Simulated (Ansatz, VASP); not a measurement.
TiSi2 in VASP and in Ansatz

INCAR

```
PREC     = Accurate       # precision mode
ENCUT    = 520            # plane-wave cutoff, eV
EDIFF    = 1E-7           # SCF threshold, eV
ISMEAR   = -1             # smearing method
SIGMA    = 0.05           # smearing width, eV
LREAL    = False          # projectors in reciprocal space
LASPH    = True           # aspherical terms in the spheres
NELM     = 80             # most SCF steps
ALGO     = Normal         # electronic algorithm
ISIF     = 2              # what is computed and relaxed
LWAVE    = False          # write WAVECAR
LCHARG   = False          # write CHGCAR
GGA      = PE             # functional
NBANDS   = 17             # bands
```

The input KPOINTS:

```
regular mesh
0
Gamma
  7 7 10
```

Contents of POSCAR:

```
TiSi2
1.0
    4.3452791153      0.0000000000      0.0000000000
   -2.1726395577      3.7631227238      0.0000000000
    0.0000000000      0.0000000000      2.5438214955
Ti Si
1 2
Direct
    0.0000000000      0.0000000000      0.0000000000
    0.3333300000      0.6666700000      0.5000000000
    0.6666700000      0.3333300000      0.5000000000
```

File input.yaml:

```yaml
crystal:
  lattice:
    - [4.3452791153, 0.0, 0.0]
    - [-2.1726395577, 3.7631227238, 0.0]
    - [0.0, 0.0, 2.5438214955]
  atoms:
    - { symbol: Ti, position: [0.0, 0.0, 0.0] }
    - { symbol: Si, position: [0.33333, 0.66667, 0.5] }
    - { symbol: Si, position: [0.66667, 0.33333, 0.5] }
kpoints:
  mp_grid: { grid: [7, 7, 10] }
scf:
  occupations: { method: fermi_dirac, width: 0.05 }
hamiltonian:
  xc: pbe
  pseudopotentials: { kind: all_electron, lapw: { basis_error: 0.001 } }
output:
  forces: true
  stress: true
  eigenvalues: true
```

Change from the starting cell: volume scaled by 0.98.

Alike in both runs: task single point; functional PBE; k mesh 7 × 7 × 10; occupations fermi-dirac, width 0.05 eV; no spin polarisation.

|  | VASP | Ansatz |
| --- | --- | --- |
| version | VASP 6.6.1 | Ansatz 0.2.0 |
| potentials or method | VASP PAW PBE potentials, release 64 (Ti_sv, Si), cutoff 520 eV | all-electron LAPW, scalar-relativistic |

VASP gave:

```
gap on the k mesh at the Fermi level (eV)                     : none
pressure (GPa)                                                : 2.6
traceless stress, the component that is largest in VASP (GPa) : -0.36
```

Problem. Which values does Ansatz return?

Solution. gap on the k mesh at the Fermi level (eV): none; pressure (GPa): 2.6; traceless stress, the component that is largest in VASP (GPa): -0.37.

A gap of «none» marks a metal or a gap that the smearing closes. Ansatz ran all-electron here, and VASP with PAW potentials.
